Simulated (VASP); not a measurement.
A run of VASP 6.6.1:

File INCAR:

```
PREC = Accurate
ENCUT = 600
EDIFF = 1E-7
ISMEAR = -1
SIGMA = 0.05
LREAL = F
LASPH = T
NELM = 80
ALGO = Normal
ISIF = 8
LWAVE = F
LCHARG = F
GGA = CA
IBRION = 2
NSW = 60
EDIFFG = -0.01
```

KPOINTS

```
Automatic mesh
0
Gamma
  11 11 11
```

Contents of POSCAR:

```
Cu
1.0
    0.0000000000      1.8075000000      1.8075000000
    1.8075000000      0.0000000000      1.8075000000
    1.8075000000      1.8075000000      0.0000000000
Cu
1
Direct
    0.0000000000      0.0000000000      0.0000000000
```

Potentials or basis: VASP PAW LDA potentials, release 64 (Cu).

Command:

```sh
$ cat potpaw_LDA.64/Cu/POTCAR > POTCAR
$ mpirun -np 1 vasp_std > vasp.out
```

Hardware: 1 thread of Intel Xeon 6975P-C, with other jobs on the host.

Task: Estimate the wall time of this run.

Result: Wall time 10 s on 1 thread of Intel Xeon 6975P-C, on a shared host, peak memory 0.13 GiB. Counts: scf iterations 29, k points 56, ion steps 3.
